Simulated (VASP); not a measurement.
Bi: single point with PBE

The system is Bi.

```
Bi
1.0
     4.53900    0.00000    0.00000
    -2.26950    3.93089    0.00000
     0.00000    0.00000   12.18387
Bi
2
Cartesian
  0.0000 2.6206 3.0460
  2.2695 1.3103 9.1379
```

This cell differs from its parent crystal: zz strain of +3 %.

```yaml
Program: VASP 6.6.1
Task: single point
Functional: PBE
Potentials_or_basis: VASP PAW PBE potentials, release 64 (Bi_d)
Cutoff: 520 eV
k_mesh: 9 × 9 × 3
Occupations: fermi-dirac, width 0.03 eV
Spin: no spin polarisation
Dipole_correction: no
Further_INCAR_settings: ALGO = Normal; EDIFF = 1e-06; NBANDS = 22
```

The pressure is -3.2 GPa and the band gap on the k mesh is zero (bands 15 and 16 overlap by 2.13 eV).

Stress tensor (GPa, compression positive):
```
-4.65  0.00  0.00
 0.00 -4.65  0.00
 0.00  0.00 -0.24
```

Levels at points of the mesh, in eV from the Fermi level:
```tsv
k point	band 12	band 13	band 14	band 15	band 16	band 17	band 18	band 19
(0.00, 0.00, 0.00)	-10.29	-0.80	-0.38	1.44	1.44	1.44	1.44	3.06
```

It took 86 s on 1 thread of Intel(R) Xeon(R) Platinum 8488C (Sapphire Rapids) (shared host), peak memory 0.36 GiB.

Caveat: the cell differs from its parent crystal (zz strain of +3 %); the cell stands under tension; spin-orbit coupling is left out, which moves the levels of the heavy elements.
